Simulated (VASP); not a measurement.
Here is a VASP 6.6.1 calculation.

File INCAR:

```
PREC     = Accurate       # precision mode
ENCUT    = 520            # plane-wave cutoff, eV
EDIFF    = 1E-6           # SCF threshold, eV
ISMEAR   = -1             # smearing method
SIGMA    = 0.3            # smearing width, eV
LREAL    = F              # projectors in reciprocal space
LASPH    = T              # aspherical terms in the spheres
NELM     = 150            # most SCF steps
ALGO     = Normal         # electronic algorithm
ISIF     = 2              # what is computed and relaxed
LWAVE    = F              # write WAVECAR
LCHARG   = T              # write CHGCAR
ISPIN    = 2              # spin polarisation
MAGMOM   = 4 0            # initial moments
LORBIT   = 11             # projections on sites
LMAXMIX  = 4              # l up to which the mixer works
GGA      = CA             # functional
LELF     = T              # ELF
LVHAR    = T            
NBANDS   = 20             # bands
```

File KPOINTS:

```
Automatic mesh
0
Gamma
  10 10 10
```

File POSCAR:

```
MnO
1.0
    0.0000000000      2.1659746708      2.1659746708
    2.1659746708      0.0000000000      2.1659746708
    2.1659746708      2.1659746708      0.0000000000
Mn O
1 1
Direct
    0.0000000000      0.0000000000      0.0000000000
    0.5000000000      0.5000000000      0.5000000000
```

Potentials or basis: VASP PAW LDA potentials, release 64 (Mn_pv, O).

The run is started by

```sh
$ cat potpaw_LDA.64/Mn_pv/POTCAR potpaw_LDA.64/O/POTCAR > POTCAR
$ mpirun -np 1 vasp_std > vasp.out
```

(1) Predict the site moments.

(2) Estimate the net moment.

(3) Predict the pressure.

Results:

(1) Mn +3.72; O +0.15 μB.

(2) 4.05 μB per cell.

(3) -12.9 GPa.

Caveat: the cell stands under tension; so wide a smearing shifts energies and pressures; a cell with one magnetic atom can't hold antiferromagnetic order, which such compounds often take.
